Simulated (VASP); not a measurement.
Write the native input for VASP 6.6.1 that does the following.

```
Task                   : relaxation of cell and atoms
Functional             : r2SCAN
Potentials or basis    : VASP PAW PBE potentials, release 64 (Y_sv, Te)
Cutoff                 : 600 eV
k mesh                 : 5 × 5 × 5
Occupations            : fermi-dirac, width 0.05 eV
Spin                   : no spin polarisation
Dipole correction      : no
Further INCAR settings : ALGO = Normal; EDIFF = 1e-06; IBRION = 2; EDIFFG = -0.01; NSW = 60; ISIF = 3
```

The system is YTe.

```xyz
2
Lattice="0.0000 3.0150 3.0150 3.0150 0.0000 3.0150 3.0150 3.0150 0.0000" Properties=species:S:1:pos:R:3 pbc="T T T"
Y     0.0000    0.0000    0.0000
Te    3.0150    3.0150    3.0150
```

These files were run (other wordings do the same):

POSCAR

```
YTe
1.0
    0.0000000000      3.0150000000      3.0150000000
    3.0150000000      0.0000000000      3.0150000000
    3.0150000000      3.0150000000      0.0000000000
Y Te
1 1
Direct
    0.0000000000      0.0000000000      0.0000000000
    0.5000000000      0.5000000000      0.5000000000
```

INCAR.step1

```
SYSTEM = YTe
PREC = Accurate ; ENCUT = 600
ISMEAR = -1 ; SIGMA = 0.05
LREAL = .FALSE. ; LASPH = .TRUE.
NELM = 80 ; GGA = PE
ALGO = Normal ; EDIFF = 1E-4
LWAVE = .TRUE. ; LCHARG = .FALSE.
```

INCAR.step2

```
SYSTEM = YTe
PREC = Accurate ; ENCUT = 600
EDIFF = 1E-6 ; ISMEAR = -1
SIGMA = 0.05 ; LREAL = .FALSE.
LASPH = .TRUE. ; NELM = 80
ALGO = Normal ; ISIF = 3
LWAVE = .FALSE. ; LCHARG = .FALSE.
METAGGA = R2SCAN ; LMIXTAU = .TRUE.
IBRION = 2 ; NSW = 60
EDIFFG = -0.01 ; ISTART = 1
```

KPOINTS

```
regular mesh
0
G
  5 5 5
  0 0 0
```

Potentials or basis: VASP PAW PBE potentials, release 64 (Y_sv, Te).

Launch:

```console
$ cat potpaw_PBE.64/Y_sv/POTCAR potpaw_PBE.64/Te/POTCAR > POTCAR
$ cp INCAR.step1 INCAR
$ mpirun -np 1 vasp_std > vasp.out
$ cp INCAR.step2 INCAR
$ mpirun -np 1 vasp_std > vasp.out
```

Results of the run:

- Relaxed volume: 29.34 Å³/atom
- Relaxed cell: a = 4.362 Å, b = 4.362 Å, c = 4.362 Å, α = 60.00°, β = 60.00°, γ = 60.00°
- Space group after relaxing (to 0.05 Å): Fm-3m (No. 225)
- Energy gained by relaxing: 29.0 meV/atom
- Ionic steps: 3
- Pressure after relaxing: 0.0 GPa

Caveat: the k points lie up to 0.35 Å⁻¹ apart in the final cell; the PAW data sets were made with another functional, which shifts forces and pressure a little.

Run time: 100 s on 1 thread of AMD EPYC 9R45 96-Core Processor (Zen 5) (shared host), peak memory 0.21 GiB.
